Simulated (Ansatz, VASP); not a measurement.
# One calculation of SiW, two programs

Contents of INCAR:

```
PREC = Accurate
ENCUT = 520
EDIFF = 1E-6
ISMEAR = -1
SIGMA = 0.05
LREAL = False
LASPH = True
NELM = 60
ALGO = Normal
ISIF = 2
LWAVE = False
LCHARG = False
GGA = PE
NBANDS = 16
```

The input KPOINTS:

```
regular mesh
0
Gamma
  4 4 4
```

POSCAR

```
SiW
1.0
    0.0000000000      2.5128451315      2.5128451315
    2.5128451315      0.0000000000      2.5128451315
    2.5128451315      2.5128451315      0.0000000000
W Si
1 1
Direct
    0.0000000000      0.0000000000      0.0000000000
    0.5000000000      0.5000000000      0.5000000000
```

Input for Ansatz:

```yaml
crystal:
  lattice:
    - [0.0, 2.5128451315, 2.5128451315]
    - [2.5128451315, 0.0, 2.5128451315]
    - [2.5128451315, 2.5128451315, 0.0]
  atoms:
    - { symbol: W, position: [0.0, 0.0, 0.0] }
    - { symbol: Si, position: [0.5, 0.5, 0.5] }
kpoints:
  mp_grid: { grid: [4, 4, 4] }
scf:
  occupations: { method: fermi_dirac, width: 0.05 }
hamiltonian:
  xc: pbe
  pseudopotentials: { kind: all_electron, lapw: { basis_error: 0.001 } }
output:
  forces: true
  stress: true
  eigenvalues: true
```

Alike in both runs: task single point; functional PBE; k mesh 4 × 4 × 4; occupations fermi-dirac, width 0.05 eV; no spin polarisation.

|  | VASP | Ansatz |
| --- | --- | --- |
| version | VASP 6.6.1 | Ansatz 0.2.0 |
| potentials or method | VASP PAW PBE potentials, release 64 (W_sv, Si), cutoff 520 eV | all-electron LAPW, scalar-relativistic |

```tsv
	VASP	Ansatz	Ansatz less VASP
pressure (GPa)	-0.8	-0.9	-0.09
```

Ansatz ran all-electron here, and VASP with PAW potentials.

The k mesh is coarse, so the values compare programs but aren't converged. Neither program's run includes spin-orbit coupling.
